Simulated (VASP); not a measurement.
Set up this calculation in VASP 6.6.1, as the native input.

| Item | Value |
| --- | --- |
| Task | single point |
| Functional | PBEsol |
| Potentials or basis | VASP PAW PBE potentials, release 64 (Sr_sv) |
| Cutoff | 520 eV |
| k mesh | 12 × 12 × 12 |
| Occupations | gaussian, width 0.1 eV |
| Spin | no spin polarisation |
| Dipole correction | no |
| Further INCAR settings | ALGO = Normal; EDIFF = 1e-07; NBANDS = 11 |

The structure of Sr lies in POSCAR:

```
Sr
1.0
    0.0000000000      2.9579193979      2.9579193979
    2.9579193979      0.0000000000      2.9579193979
    2.9579193979      2.9579193979      0.0000000000
Sr
1
Direct
    0.0000000000      0.0000000000      0.0000000000
```

One way to write it, as run:

INCAR

```
PREC     = Accurate       # precision mode
ENCUT    = 520            # plane-wave cutoff, eV
EDIFF    = 1E-7           # SCF threshold, eV
ISMEAR   = 0              # smearing method
SIGMA    = 0.1            # smearing width, eV
LREAL    = F              # projectors in reciprocal space
LASPH    = T              # aspherical terms in the spheres
NELM     = 60             # most SCF steps
ALGO     = Normal         # electronic algorithm
ISIF     = 2              # what is computed and relaxed
LWAVE    = F              # write WAVECAR
LCHARG   = F              # write CHGCAR
GGA      = PS             # functional
NBANDS   = 11             # bands
```

KPOINTS

```
regular mesh
0
Gamma
  12 12 12
```

Potentials or basis: VASP PAW PBE potentials, release 64 (Sr_sv).

The run is started by

```sh
$ cat potpaw_PBE.64/Sr_sv/POTCAR > POTCAR
$ mpirun -np 1 vasp_std > vasp.out
```

It gave:

| Quantity | Value |
| --- | --- |
| Pressure | 0.0 GPa |
| Band gap on the k mesh | zero (filled and empty bands overlap) |

Caveat: the PAW data sets were made with another functional, which shifts forces and pressure a little.

Run time: 21 s on 1 thread of Intel(R) Xeon(R) Platinum 8259CL CPU @ 2.50GHz (Skylake/Cascade Lake) (shared host), peak memory 0.19 GiB.
